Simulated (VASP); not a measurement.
A run of VASP 6.6.1 is set up as follows.

Contents of POSCAR:

```
SnO2
1.0
    0.0000000000      2.5334669712      2.5334669712
    2.6601403198      0.0000000000      2.5334669712
    2.6601403198      2.5334669712      0.0000000000
Sn O
1 2
Direct
    0.0000000000      0.0000000000      0.0000000000
    0.2500000000      0.2500000000      0.2500000000
    0.7500000000      0.7500000000      0.7500000000
```

File INCAR.step1:

```
SYSTEM = SnO2
PREC = Accurate ; ENCUT = 520
ISMEAR = -1 ; SIGMA = 0.02
LREAL = .False. ; LASPH = .True.
NELM = 100 ; NBANDS = 20
GGA = PE ; ALGO = Normal
EDIFF = 1E-4 ; LWAVE = .True.
LCHARG = .False.
```

File INCAR.step2:

```
SYSTEM = SnO2
PREC = Accurate ; ENCUT = 520
EDIFF = 1E-6 ; ISMEAR = -1
SIGMA = 0.02 ; LREAL = .False.
LASPH = .True. ; NELM = 100
ALGO = Normal ; ISIF = 2
LWAVE = .False. ; LCHARG = .False.
METAGGA = R2SCAN ; LMIXTAU = .True.
NBANDS = 20 ; ISTART = 1
```

File KPOINTS:

```
Automatic mesh
0
Gamma
  8 8 8
  0 0 0
```

Potentials or basis: VASP PAW PBE potentials, release 64 (Sn_d, O).

Command:

```bash
$ cat potpaw_PBE.64/Sn_d/POTCAR potpaw_PBE.64/O/POTCAR > POTCAR
$ cp INCAR.step1 INCAR
$ mpirun -np 1 vasp_std > vasp.out
$ cp INCAR.step2 INCAR
$ mpirun -np 1 vasp_std > vasp.out
```

**Question.** Predict the pressure.

**Answer.** -8.5 GPa.

**Question.** Estimate the band gap on the k mesh.

**Answer.** 0.08 eV, indirect (least direct gap 1.34 eV).

Stress tensor (GPa, compression positive):
```
-23.29   0.00   0.00
  0.00  -1.07   0.00
  0.00   0.00  -1.07
```

Caveat: the cell differs from its parent crystal (uniaxial x strain +5.0%); the PAW data sets were made with another functional, which shifts forces and pressure a little; spin-orbit coupling is left out, which moves the levels of the heavy elements. A k mesh can miss the band edges.
